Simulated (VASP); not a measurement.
GaP, 4 atoms in the cell. Symmetry: R-3m, No. 166, trigonal system. The conventional cell has a = 3.886 Å, b = 3.886 Å, c = 19.292 Å, α = 90.00°, β = 90.00°, γ = 120.00°. Within 3.2 Å of Ga (site symmetry 3m) lie 3 P at 2.40 Å and 1 Ga at 2.49 Å. Within 2.9 Å of P (site symmetry 3m) lie 1 P at 2.21 Å and 3 Ga at 2.40 Å. 

* Program: VASP 6.6.1
* Task: dielectric tensor
* Functional: LDA
* Potentials or basis: VASP PAW LDA potentials, release 64 (Ga_d, P)
* Cutoff: 520 eV
* k mesh: 6 × 6 × 6
* Occupations: gaussian, width 0.01 eV
* Spin: no spin polarisation
* Dipole correction: no
* Further INCAR settings: ALGO = Normal; EDIFF = 1e-08

Potentials or basis: VASP PAW LDA potentials, release 64 (Ga_d, P).

Launch:

```sh
$ cat potpaw_LDA.64/Ga_d/POTCAR potpaw_LDA.64/P/POTCAR > POTCAR
$ mpirun -np 1 vasp_std > vasp.out
```

Hardware: 1 thread of AMD EPYC 9R45 96-Core Processor (Zen 5) (shared host).

Task: Estimate the wall time of this run.

Result: It took 33 min on 1 thread of AMD EPYC 9R45 96-Core Processor (Zen 5) (shared host), peak memory 0.57 GiB. Counts: scf iterations 171, k points 32.
